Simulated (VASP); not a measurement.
A run of VASP 6.6.1 is set up as follows.

The input INCAR:

```
  PREC = Accurate
  ENCUT = 600
  EDIFF = 1E-6
  ISMEAR = 0
  SIGMA = 0.1
  LREAL = False
  LASPH = True
  NELM = 100
  ALGO = Fast
  ISIF = 3
  LWAVE = False
  LCHARG = False
  GGA = PE
  IBRION = 2
  NSW = 100
  EDIFFG = -0.01
```

File KPOINTS:

```
regular mesh
0
Gamma
  8 8 8
```

File POSCAR:

```
Ag
1.0
   -3.2639521400      3.2639521400      3.2639521400
    3.2639521400     -3.2639521400      3.2639521400
    3.2639521400      3.2639521400     -3.2639521400
Ag
8
Direct
    0.5000000000      0.0000000000      0.4513301000
    0.4513301000      0.5000000000      0.0000000000
    0.0000000000      0.9513301000      0.5000000000
    0.9513301000      0.5000000000      0.0000000000
    0.0000000000      0.4513301000      0.5000000000
    0.5000000000      0.0000000000      0.9513301000
    0.5486699000      0.5486699000      0.5486699000
    0.0486699000      0.0486699000      0.0486699000
```

Potentials or basis: VASP PAW PBE potentials, release 64 (Ag).

Command:

```bash
$ cat potpaw_PBE.64/Ag/POTCAR > POTCAR
$ mpirun -np 1 vasp_std > vasp.out
```

**Question.** Estimate the relaxed cell.

**Answer.** a = 5.724 Å, b = 5.724 Å, c = 5.724 Å, α = 109.47°, β = 109.47°, γ = 109.47°.

**Question.** Predict the relaxed volume.

**Answer.** 18.04 Å³/atom.

**Question.** Estimate the band gap on the k mesh.

**Answer.** Zero (bands 44 and 45 overlap by 2.49 eV).

**Question.** Predict the space group after relaxing (to 0.1 Å).

**Answer.** I-43d (No. 220).

Forces in eV/Å, atoms in the order of the input:
```
Ag   0.004  0.004 -0.004
Ag  -0.004  0.004  0.004
Ag   0.004 -0.004  0.004
Ag  -0.004  0.004  0.004
Ag   0.004 -0.004  0.004
Ag   0.004  0.004 -0.004
Ag  -0.004 -0.004 -0.004
Ag  -0.004 -0.004 -0.004
```
